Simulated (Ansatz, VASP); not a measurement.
# In2O3: VASP beside Ansatz

The input POSCAR:

```
In2O3
1.0
    2.7538210395      1.5899193185      4.8543401699
   -2.7538210395      1.5899193185      4.8543401699
    0.0000000000     -3.1798386370      4.8543401699
In O
4 6
Direct
    0.8570396725      0.8570396725      0.8570396725
    0.3570396725      0.3570396725      0.3570396725
    0.1429603275      0.1429603275      0.1429603275
    0.6429603275      0.6429603275      0.6429603275
    0.4533861654      0.0466138346      0.7500000000
    0.0466138346      0.7500000000      0.4533861654
    0.5466138346      0.9533861654      0.2500000000
    0.2500000000      0.5466138346      0.9533861654
    0.9533861654      0.2500000000      0.5466138346
    0.7500000000      0.4533861654      0.0466138346
```

INCAR.step1

```
SYSTEM = In2O3
PREC     = Accurate       ! precision mode
ENCUT    = 520            ! plane-wave cutoff, eV
ISMEAR   = 0              ! smearing method
SIGMA    = 0.01           ! smearing width, eV
LREAL    = .FALSE.        ! projectors in reciprocal space
LASPH    = .TRUE.         ! aspherical terms in the spheres
NELM     = 80             ! most SCF steps
NBANDS   = 55             ! bands
GGA      = PE             ! functional
ALGO     = Normal         ! electronic algorithm
EDIFF    = 1E-4           ! SCF threshold, eV
LWAVE    = .TRUE.         ! write WAVECAR
LCHARG   = .FALSE.        ! write CHGCAR
```

File INCAR.step2:

```
SYSTEM = In2O3
PREC     = Accurate       ! precision mode
ENCUT    = 520            ! plane-wave cutoff, eV
EDIFF    = 1E-7           ! SCF threshold, eV
ISMEAR   = 0              ! smearing method
SIGMA    = 0.01           ! smearing width, eV
LREAL    = .FALSE.        ! projectors in reciprocal space
LASPH    = .TRUE.         ! aspherical terms in the spheres
NELM     = 80             ! most SCF steps
ALGO     = Normal         ! electronic algorithm
ISIF     = 2              ! what is computed and relaxed
LWAVE    = .FALSE.        ! write WAVECAR
LCHARG   = .FALSE.        ! write CHGCAR
METAGGA  = R2SCAN         ! meta-GGA
LMIXTAU  = .TRUE.       
NBANDS   = 55             ! bands
ISTART   = 1
```

KPOINTS

```
Automatic mesh
0
G
  6 6 6
  0 0 0
```

Input for Ansatz:

```yaml
crystal:
  lattice:
    - [2.7538210395, 1.5899193185, 4.8543401699]
    - [-2.7538210395, 1.5899193185, 4.8543401699]
    - [0.0, -3.179838637, 4.8543401699]
  atoms:
    - { symbol: In, position: [0.8570396725, 0.8570396725, 0.8570396725] }
    - { symbol: In, position: [0.3570396725, 0.3570396725, 0.3570396725] }
    - { symbol: In, position: [0.1429603275, 0.1429603275, 0.1429603275] }
    - { symbol: In, position: [0.6429603275, 0.6429603275, 0.6429603275] }
    - { symbol: O, position: [0.4533861654, 0.0466138346, 0.75] }
    - { symbol: O, position: [0.0466138346, 0.75, 0.4533861654] }
    - { symbol: O, position: [0.5466138346, 0.9533861654, 0.25] }
    - { symbol: O, position: [0.25, 0.5466138346, 0.9533861654] }
    - { symbol: O, position: [0.9533861654, 0.25, 0.5466138346] }
    - { symbol: O, position: [0.75, 0.4533861654, 0.0466138346] }
kpoints:
  mp_grid: { grid: [6, 6, 6] }
  band_path:
    path:
      - [0.0, 0.0, 0.0]
      - [0.5, 0.5, 0.5]
      - [0.7618181098, 0.2381818902, 0.5]
      - [0.5, -0.2381818902, 0.2381818902]
      - [0.5, 0.0, 0.0]
      - [0.3690909451, -0.3690909451, 0.0]
      - [0.6309090549, 0.0, 0.3690909451]
      - [0.5, 0.0, 0.5]
      - [0.0, 0.192708, -0.197917]
    npoints: 1
hamiltonian:
  xc: r2scan
scf:
  occupations: { method: fixed }
  n_extra_bands: 6
output:
  forces: true
  stress: true
  eigenvalues: true
```

Alike in both runs: task single point; functional r2SCAN; k mesh 6 × 6 × 6; no spin polarisation.

|  | VASP | Ansatz |
| --- | --- | --- |
| version | VASP 6.6.1 | Ansatz 0.2.0 |
| potentials or method | VASP PAW PBE potentials, release 64 (In_d, O) | plane waves, PAW |
| plane-wave cutoff (eV) | 520 | 500 |
| occupations | gaussian, width 0.01 eV | fixed |
| valence electrons in the cell | 88 | 88 |

Ansatz gave:

```
gap on the k mesh at the Fermi level (eV)                     : 1.80
pressure (GPa)                                                : 0.0
traceless stress, the component that is largest in VASP (GPa) : 0.00
rms of the force components (eV/Å)                            : 0.000
```

Question: What did VASP give for the same quantities?

Answer: gap on the k mesh at the Fermi level (eV): 1.81; pressure (GPa): 1.1; traceless stress, the component that is largest in VASP (GPa): -0.09; rms of the force components (eV/Å): 0.009.

VASP's potentials were made for PBE, not for r2SCAN. Atom by atom the forces differ by 0.009 eV/Å (rms over components).
